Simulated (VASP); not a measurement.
# N (Fm-3m) in VASP: single point with PBEsol

Aim: the single point of N with PBEsol.

Program: VASP 6.6.1. These are calculated values, not measurements. Logs are shortened: lines on timing, memory, paths and dates and some standing lists are left out, and cuts for length are marked.

## (1) The cell of the first run

Symmetry: Fm-3m, No. 225, cubic system. Conventional cell: a = 3.108 Å, b = 3.108 Å, c = 3.108 Å, α = 90.00°, β = 90.00°, γ = 90.00°. N (site symmetry m-3m) has 12 N at 2.20 Å within 2.9 Å.

## (2) Single point, PBEsol

File INCAR:

```
ALGO = Normal ; EDIFF = 1E-7
ENCUT = 520 ; GGA = PS
ISIF = 2 ; ISMEAR = 0
LASPH = True ; LCHARG = False
LREAL = False ; LWAVE = False
NBANDS = 8 ; NELM = 60
PREC = Accurate ; SIGMA = 0.15
```

File KPOINTS:

```
k-points
0
Gamma
  28 28 28
```

File POSCAR:

```
N
1.0
    0.0000000000      1.5538086100      1.5538086100
    1.5538086100      0.0000000000      1.5538086100
    1.5538086100      1.5538086100      0.0000000000
N
1
Direct
    0.0000000000      0.0000000000      0.0000000000
```

Potentials or basis: VASP PAW PBE potentials, release 64 (N).

Run with:

```sh
$ cat potpaw_PBE.64/N/POTCAR > POTCAR
$ mpirun -np 1 vasp_std > vasp.out
```

OUTCAR:

```text
EDIFF = 1E-7
   ENCUT = 520
   GGA = PS
   ISIF = 2
   ISMEAR = 0
   LASPH = True
   LREAL = False
   NELM = 60
   PREC = Accurate

 ion  position               nearest neighbor table
   1  0.000  0.000  0.000-

  LATTYP: Found a face centered cubic cell.
 ALAT       =     3.1076172200

  Lattice vectors:

 A1 = (   0.0000000000,   1.5538086100,   1.5538086100)
 A2 = (   1.5538086100,   0.0000000000,   1.5538086100)
 A3 = (   1.5538086100,   1.5538086100,   0.0000000000)

Analysis of symmetry for initial positions (statically):
=====================================================================
 Subroutine PRICEL returns:
 Original cell was already a primitive cell.

 Routine SETGRP: Setting up the symmetry group for a
 face centered cubic supercell.

 Subroutine GETGRP returns: Found 48 space group operations
 (whereof 48 operations were pure point group operations)
 out of a pool of 48 trial point group operations.

The static configuration has the point symmetry O_h .

Analysis of symmetry for dynamics (positions and initial velocities):
=====================================================================
 Subroutine PRICEL returns:
 Original cell was already a primitive cell.

 Routine SETGRP: Setting up the symmetry group for a
 face centered cubic supercell.

 Subroutine GETGRP returns: Found 48 space group operations
 (whereof 48 operations were pure point group operations)
 out of a pool of 48 trial point group operations.

The dynamic configuration has the point symmetry O_h .

 Subroutine INISYM returns: Found 48 space group operations
 (whereof 48 operations are pure point group operations),
 and found     1 'primitive' translations

----------------------------------------------------------------------------------------

                                     Primitive cell

  volume of cell :       7.5028

  direct lattice vectors                    reciprocal lattice vectors
     0.000000000  1.553808610  1.553808610    -0.321789953  0.321789953  0.321789953
     1.553808610  0.000000000  1.553808610     0.321789953 -0.321789953  0.321789953
     1.553808610  1.553808610  0.000000000     0.321789953  0.321789953 -0.321789953

  length of vectors
     2.197417210  2.197417210  2.197417210     0.557356548  0.557356548  0.557356548

  position of ions in fractional coordinates (direct lattice)
     0.000000000  0.000000000  0.000000000

  ion indices of the primitive-cell ions
   primitive index   ion index
                 1           1

----------------------------------------------------------------------------------------

 KPOINTS: k-points

Automatic generation of k-mesh.
 Grid dimensions read from file:
 generate k-points for:   28   28   28

 Generating k-lattice:

  Cartesian coordinates                     Fractional coordinates (reciprocal lattice)
    -0.011492498  0.011492498  0.011492498     0.035714286  0.000000000  0.000000000
     0.011492498 -0.011492498  0.011492498     0.000000000  0.035714286  0.000000000
     0.011492498  0.011492498 -0.011492498     0.000000000  0.000000000  0.035714286

  Length of vectors
     0.019905591  0.019905591  0.019905591

  Shift w.r.t. Gamma in fractional coordinates (k-lattice)
     0.000000000  0.000000000  0.000000000

 Subroutine IBZKPT returns following result:
 ===========================================

 Found    624 irreducible k-points:

 Following reciprocal coordinates:
            Coordinates               Weight
  0.000000  0.000000  0.000000      1.000000
  0.035714  0.000000  0.000000      8.000000
  0.071429  0.000000  0.000000      8.000000
  0.107143  0.000000  0.000000      8.000000
  0.142857  0.000000  0.000000      8.000000
  0.178571  0.000000  0.000000      8.000000
[... 16 lines left out ...]
  0.285714  0.035714  0.000000     24.000000
  0.321429  0.035714  0.000000     24.000000
 [... further k-points ...]
   k-points           NKPTS =    624   k-points in BZ     NKDIM =    624   number of bands    NBANDS=      8
   number of dos      NEDOS =    301   number of ions     NIONS =      1
   total plane-waves  NPLWV =   4096
   dimension x,y,z NGX =    16 NGY =   16 NGZ =   16
   dimension x,y,z NGXF=    32 NGYF=   32 NGZF=   32
   ions per type =               1
   NGX,Y,Z   is equivalent  to a cutoff of  12.10, 12.10, 12.10 a.u.
   NGXF,Y,Z  is equivalent  to a cutoff of  24.21, 24.21, 24.21 a.u.
 SYSTEM =  unknown system
   PREC   = accura    normal or accurate (medium, high low for compatibility)
   ISTART =      0    job   : 0-new  1-cont  2-samecut
   ICHARG =      2    charge: 1-file 2-atom 10-const
   ISPIN  =      1    spin polarized calculation?
   LNONCOLLINEAR =      F non collinear calculations
   LSORBIT =      F    spin-orbit coupling
   LASPH  =      T    aspherical Exc in radial PAW
   ENCUT  =  520.0 eV  38.22 Ry    6.18 a.u.   4.09  4.09  4.09*2*pi/ulx,y,z
   NELM   =     60;   NELMIN=  2; NELMDL= -5     # of ELM steps
   EDIFF  = 0.1E-06   stopping-criterion for ELM
   LREAL  =      F    real-space projection
   EDIFFG = 0.1E-05   stopping-criterion for IOM
   NSW    =      0    number of steps for IOM
   IBRION =     -1    ionic relax: 0-MD 1-quasi-New 2-CG
   NFREE  =      0    steps in history (QN), initial steepest desc. (CG)
   ISIF   =      2    stress and relaxation
   ISYM   =      2    0-nonsym 1-usesym 2-fastsym
   POTIM  = 0.5000    time-step for ionic-motion
   TEBEG  =    0.0;   TEEND  =   0.0 temperature during run
   PSTRESS=    0.0 pullay stress
   NELECT =       5.0000    total number of electrons
   NUPDOWN=      -1.0000    fix difference up-down
   EMIN   =  10.00;   EMAX   =-10.00  energy-range for DOS
   EFERMI =   0.00;   METHOD = LEGACY
   ISMEAR =     0;   SIGMA  =   0.15  broadening in eV -4-tet -1-fermi 0-gaus
   EFERMI_NEDOS =   21; number of points for ismear=-14 and -15
   IALGO  =     38    algorithm
   IMIX   =      4    mixing-type and parameters
     AMIX     =   0.40;   BMIX     =  1.00
     AMIX_MAG =   1.60;   BMIX_MAG =  1.00
  volume/ion in A,a.u.               =       7.50        50.63
  Fermi-wavevector in a.u.,A,eV,Ry     =   1.429960  2.702233 27.821008  2.044786
  Thomas-Fermi vector in A             =   2.549857
   LORBIT       =      0    0 simple, 1 ext, 2 COOP (PROOUT), +10 PAW based schemes
   GGA     = PS    functional components
   LHFCALC =     F    Hartree Fock is set to
   AEXX    =    0.0000 exact exchange contribution
   IVDW    =     0    specifies the selected vdW correction
   LEPSILON=     F    determine dielectric tensor
   LRPA    =     F    only Hartree local field effects (RPA)
 non-spin polarized calculation
 Gauss-broadening in eV      SIGMA  =   0.15
  energy-cutoff  :      520.00
  volume of cell :        7.50
 maximum number of plane-waves:       210
   NGX =  9   NGY =  9   NGZ =  9

 number of electron       4.9999999 magnetization

 Free energy of the ion-electron system (eV)
  ---------------------------------------------------
  ext. energy  EPLUGINS =         0.00000000
  ---------------------------------------------------
  free energy    TOTEN  =        -4.31281613 eV

  energy without entropy =       -4.30545589  energy(sigma->0) =       -4.30913601

 E-fermi :   5.4596     XC(G=0): -12.8637

 val. band max:        5.4587966546   @ k =  -0.2500   0.2143   0.0714
 cond. band min:       5.4641621833   @ k =  -0.4643   0.3929   0.1071
 fundamental gap:      0.0053655287
 Fermi energy:         5.4595717770

 k-point     1 :       0.0000    0.0000    0.0000
  band No.  band energies     occupation
      1     -14.7421      2.00000
      2       9.5522      0.00000
      3       9.5522      0.00000
      4       9.5522      0.00000
      5      28.9140      0.00000
      6      37.2596      0.00000
      7      37.2596      0.00000
      8      37.2596      0.00000

 k-point     2 :       0.0357    0.0000    0.0000
  band No.  band energies     occupation
      1     -14.6951      2.00000
      2       9.4259      0.00000
      3       9.5351      0.00000
      4       9.5351      0.00000
      5      28.9562      0.00000
      6      36.6452      0.00000
      7      37.3205      0.00000
      8      37.3205      0.00000

 k-point     3 :       0.0714    0.0000    0.0000
  band No.  band energies     occupation
      1     -14.5544      2.00000
      2       9.0529      0.00000
      3       9.4849      0.00000
      4       9.4849      0.00000
      5      29.0759      0.00000
      6      35.4260      0.00000
      7      37.4887      0.00000
      8      37.4887      0.00000

 k-point     4 :       0.1071    0.0000    0.0000
  band No.  band energies     occupation
      1     -14.3209      2.00000
      2       8.4500      0.00000
      3       9.4052      0.00000
      4       9.4052      0.00000
      5      29.2515      0.00000
      6      34.1694      0.00000
      7      37.7165      0.00000
      8      37.7165      0.00000

 k-point     5 :       0.1429    0.0000    0.0000
  band No.  band energies     occupation
      1     -13.9957      2.00000
      2       7.6437      0.00000
      3       9.3013      0.00000
      4       9.3013      0.00000
      5      29.4411      0.00000
      6      33.0635      0.00000
      7      37.9120      0.00000
      8      37.9120      0.00000
[... 177 lines left out ...]
 k-point    22 :       0.2500    0.0357    0.0000
  band No.  band energies     occupation
      1     -12.6549      2.00000
      2       4.7752      2.00000
      3       8.7720      0.00000
      4       9.0200      0.00000
      5      29.3531      0.00000
      6      31.4850      0.00000
      7      37.0607      0.00000
      8      37.5853      0.00000

 k-point    23 :       0.2857    0.0357    0.0000
  band No.  band energies     occupation
      1     -12.0165      2.00000
      2       3.5344      2.00000
      3       8.6434      0.00000
      4       8.8796      0.00000
      5      28.9885      0.00000
      6      31.4960      0.00000
      7      36.5019      0.00000
      8      37.1173      0.00000

 k-point    24 :       0.3214    0.0357    0.0000
  band No.  band energies     occupation
      1     -11.3063      2.00000
      2       2.2592      2.00000
      3       8.5303      0.00000
      4       8.7401      0.00000
      5      28.6104      0.00000
      6      31.5802      0.00000
      7      35.9863      0.00000
      8      36.5934      0.00000

 [... further k-points ...]
[... 5 lines left out ...]
  --------------------------------------------------------------------------------------
  -------------------------------------------------------------------------------------
  Total       -0.3502337     -0.3502337     -0.3502337      0.0000000      0.0000000      0.0000000
  in kB      -74.7904096    -74.7904096    -74.7904096      0.0000000      0.0000000      0.0000000
  external PRESSURE =     -74.7904096 kB  Pullay stress =       0.0000000 kB

 VOLUME and BASIS-vectors are now :
 -----------------------------------------------------------------------------
  energy-cutoff  :      520.00
  volume of cell :        7.50
      direct lattice vectors                 reciprocal lattice vectors
     0.000000000  1.553808610  1.553808610    -0.321789953  0.321789953  0.321789953
     1.553808610  0.000000000  1.553808610     0.321789953 -0.321789953  0.321789953
     1.553808610  1.553808610  0.000000000     0.321789953  0.321789953 -0.321789953

 POSITION                                       TOTAL-FORCE (eV/Angst)
 -----------------------------------------------------------------------------------
      0.00000      0.00000      0.00000         0.000000      0.000000      0.000000
 -----------------------------------------------------------------------------------
    total drift:                                0.000000      0.000000     -0.000000

  FREE ENERGIE OF THE ION-ELECTRON SYSTEM (eV)
  ---------------------------------------------------
  free  energy   TOTEN  =        -4.3128161346 eV

  energy  without entropy=       -4.3054558902  energy(sigma->0) =       -4.30913601
```

Run time: 11 s. Hardware: 1 thread of Intel Xeon 6975P-C, shared host; peak memory 0.13 GiB.

Results:

```yaml
Free_energy: -4.3128 eV
Pressure: -7.5 GPa
```

Levels at points of the mesh, in eV from the Fermi level:
```
           k point  band 1  band 2  band 3  band 4  band 5
(0.00, 0.00, 0.00)  -20.20    4.09    4.09    4.09   23.45
(0.50, 0.00, 0.00)  -13.31   -8.30    2.90    2.90   22.12
(0.50, 0.50, 0.00)  -10.73   -6.81    0.13    0.13   14.86
```

Caveat: the PAW data sets were made with another functional, which shifts forces and pressure a little.
